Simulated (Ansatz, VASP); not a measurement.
**TiC in VASP and in Ansatz**

```
Ti C
1.0
     0.00000    2.11230    2.05814
     2.11230    0.00000    2.05814
     2.11230    2.11230    0.00000
Ti C
1 1
Direct
  0.00000 0.00000 0.00000
  0.50000 0.50000 0.50000
```

Change from the starting cell: strain -0.025 along x and y, -0.050 along z, atoms carried along.

Alike in both runs: task single point; functional PBE; k mesh 24 × 24 × 24; occupations gaussian, width 0.15 eV; no spin polarisation.

```csv
,VASP,Ansatz
version,VASP 6.6.1,Ansatz 0.2.0
potentials or method,"VASP PAW PBE potentials, release 64 (Ti_sv, C), cutoff 520 eV","scalar-relativistic, plane waves, PAW"
valence electrons in the cell,16,16
```

Ansatz gave:

| Item | Value |
| --- | --- |
| gap on the k mesh at the Fermi level (eV) | none |
| pressure (GPa) | 31.7 |
| traceless stress, the component that is largest in VASP (GPa) | 10.76 |

Problem. What did VASP give for the same quantities?

Solution. gap on the k mesh at the Fermi level (eV): none; pressure (GPa): 31.8; traceless stress, the component that is largest in VASP (GPa): 10.78.

A gap of «none» marks a metal or a gap that the smearing closes. Both programs put the cell under a high pressure, so it lies far from rest at this level. With one functional, cell and mesh, what is left measures potentials, basis and numerics.
